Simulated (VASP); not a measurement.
## N: single point with PBE

Crystal: N.

```xyz
4
Lattice="3.9610 0.0000 0.0000 0.0000 3.9610 0.0000 0.0000 0.0000 5.1332" Properties=species:S:1:pos:R:3 pbc="T T T"
N     3.5744    3.5744    0.0000
N     2.3671    1.5939    2.5666
N     0.3866    0.3866    0.0000
N     1.5939    2.3671    2.5666
```

```json
{"Program": "VASP 6.6.1", "Task": "single point", "Functional": "PBE", "Potentials or basis": "VASP PAW PBE potentials, release 64 (N)", "Cutoff": "520 eV", "k mesh": "6 × 6 × 6", "Occupations": "gaussian, width 0.01 eV", "Spin": "no spin polarisation"}
```

- Pressure: 5.3 GPa
- Largest force: 3.106 eV/Å
- Band gap on the k mesh: 6.80 eV, indirect (least direct gap 7.04 eV)

Forces on the atoms (eV/Å):
```
N   -2.196 -2.196  0.000
N    2.196 -2.196  0.000
N    2.196  2.196  0.000
N   -2.196  2.196  0.000
```

Stress tensor (GPa, compression positive):
```
7.50 0.00 0.00
0.00 7.50 0.00
0.00 0.00 0.85
```

Levels at points of the mesh, in eV from the valence-band top:
```csv
k point,band 8,band 9,band 10,band 11,band 12,band 13
"(0.00, 0.00, 0.00)",-1.43,-1.22,-0.23,6.80,7.86,8.26
"(0.50, 0.00, 0.00)",-1.80,-0.27,-0.27,8.03,8.03,8.03
"(0.50, 0.50, 0.00)",-1.74,-0.05,-0.05,7.74,7.74,8.91
"(0.00, 0.00, 0.50)",-1.57,-0.49,-0.49,7.29,7.29,8.25
"(0.50, 0.00, 0.50)",-1.55,-0.35,-0.35,7.59,7.59,8.38
"(0.50, 0.50, 0.50)",-1.80,0.00,0.00,7.80,7.80,8.91
```

Wall time 26 s on 1 thread of Intel(R) Xeon(R) Platinum 8375C CPU @ 2.90GHz (Ice Lake), on a shared host, peak memory 0.19 GiB.

Caveat: the standard files for N, O and F lose accuracy on very short bonds; forces of over 1 eV/Å act on the atoms, so gaps and moduli don't describe the material at rest. A k mesh can miss the band edges.
